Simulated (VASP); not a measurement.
Zn, 3 atoms in the cell. It takes space group P6/mmm (No. 191, hexagonal). The conventional cell has a = 4.675 Å, b = 4.675 Å, c = 2.802 Å, α = 90.00°, β = 90.00°, γ = 120.00°. Within 3.7 Å of Zn (site symmetry 6/mmm) lie 14 Zn at 2.80 to 3.04 Å. Within 3.6 Å of Zn (site symmetry -6m2) lie 11 Zn at 2.70 to 3.04 Å.  This cell differs from its parent crystal: volume scaled by 1.08.

| Item | Value |
| --- | --- |
| Program | VASP 6.6.1 |
| Task | single point |
| Functional | RPBE |
| Potentials or basis | VASP PAW PBE potentials, release 64 (Zn) |
| Cutoff | 520 eV |
| k mesh | 9 × 9 × 13 |
| Occupations | fermi-dirac, width 0.1 eV |
| Spin | no spin polarisation |
| Dipole correction | no |
| Further INCAR settings | ALGO = Normal; EDIFF = 1e-07; NBANDS = 25 |

Potentials or basis: VASP PAW PBE potentials, release 64 (Zn).

Launch:

```sh
$ cat potpaw_PBE.64/Zn/POTCAR > POTCAR
$ mpirun -np 1 vasp_std > vasp.out
```

Hardware: 1 thread of Intel(R) Xeon(R) 6975P-C (Granite Rapids) (shared host).

Question: How long does it take, and how much memory?

Answer: It took 35 s on 1 thread of Intel(R) Xeon(R) 6975P-C (Granite Rapids) (shared host), peak memory 0.23 GiB. Counts: scf iterations 13, k points 84.
